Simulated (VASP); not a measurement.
Crystal: AlRu.

```
CELL_PARAMETERS angstrom
3.00408 0.00000 0.00000
0.00000 3.00408 0.00000
0.00000 0.00000 3.00408
ATOMIC_POSITIONS crystal
Al 0.00000 0.00000 0.00000
Ru 0.50000 0.50000 0.50000
```

| Item | Value |
| --- | --- |
| Program | VASP 6.6.1 |
| Task | relaxation of cell and atoms |
| Functional | PBEsol |
| Potentials or basis | VASP PAW PBE potentials, release 64 (Al, Ru_pv) |
| Cutoff | 600 eV |
| k mesh | 14 × 14 × 14 |
| Occupations | gaussian, width 0.1 eV |
| Spin | no spin polarisation |

At the start: pressure -5.6 GPa; volume 13.56 Å³/atom.

Q: How do energy, volume and symmetry change on relaxing?

A: Over 3 steps the energy falls by 6.8 meV/atom and the volume is 13.19 Å³/atom (-2.7 %); space group Pm-3m (No. 221, to 0.05 Å).

The path:
| step | energy change (eV) | largest force (eV/Å) | pressure (GPa) | volume (Å³) |
| --- | --- | --- | --- | --- |
| 1 | 0.0000 | 0.0000 | -5.64 | 27.11 |
| 2 | 0.0200 | 0.0000 | 10.37 | 25.28 |
| 3 | -0.0135 | 0.0000 | 0.00 | 26.37 |

Final structure:
```
CELL_PARAMETERS angstrom
2.97662 0.00000 0.00000
0.00000 2.97662 0.00000
0.00000 0.00000 2.97662
ATOMIC_POSITIONS crystal
Al 0.00000 0.00000 0.00000
Ru 0.50000 0.50000 0.50000
```

Caveat: the PAW data sets were made with another functional, which shifts forces and pressure a little.
